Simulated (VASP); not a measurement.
Runs of VASP 6.6.1 on MgI2. It takes space group P-3m1 (No. 164, trigonal). The conventional cell has a = 4.157 Å, b = 4.157 Å, c = 6.873 Å, α = 90.00°, β = 90.00°, γ = 120.00°. Mg (site symmetry -3m) has 6 I at 2.92 Å within 3.8 Å. I (site symmetry 3m) has 3 Mg at 2.92 Å within 3.8 Å. 

| level | k mesh | smearing | gap on the mesh (eV) | pressure (GPa) | largest force (eV/Å) |
| --- | --- | --- | --- | --- | --- |
| r2SCAN | 8 × 8 × 1 | gaussian 0.01 eV | (a) | 0.2 | 0.01 |
| r2SCAN | 6 × 6 × 4, shifted | gaussian 0.01 eV | 4.21 | 0.5 | 0.04 |
| r2SCAN | 6 × 6 × 4 | methfessel-paxton 0.2 eV | 4.10 | 0.5 | 0.05 |
| r2SCAN+D3(BJ) | 6 × 6 × 4 | gaussian 0.01 eV | 4.10 | (b) | 0.04 |
| r2SCAN | 6 × 6 × 4 | tetrahedron | 4.10 | 0.5 | 0.04 |
| r2SCAN | 6 × 6 × 4 | gaussian 0.001 eV | 4.10 | 0.5 | 0.04 |
| r2SCAN | 6 × 6 × 4 | fermi-dirac 0.001 eV | 4.10 | 0.5 | 0.04 |

Alike in all rows: task single point; potentials or basis VASP PAW PBE potentials, release 64 (Mg, I); no spin polarisation; cell as given; cutoff (eV) 660.

Question: Fill in the values left out.

Answer: (a) 4.19; (b) -0.1.

Caveats: some runs use coarse meshes; the PAW data sets were made with another functional, which shifts forces and pressure a little; spin-orbit coupling is left out, which moves the levels of the heavy elements.

A k mesh can miss the band edges, and the runs leave out spin-orbit coupling on I.
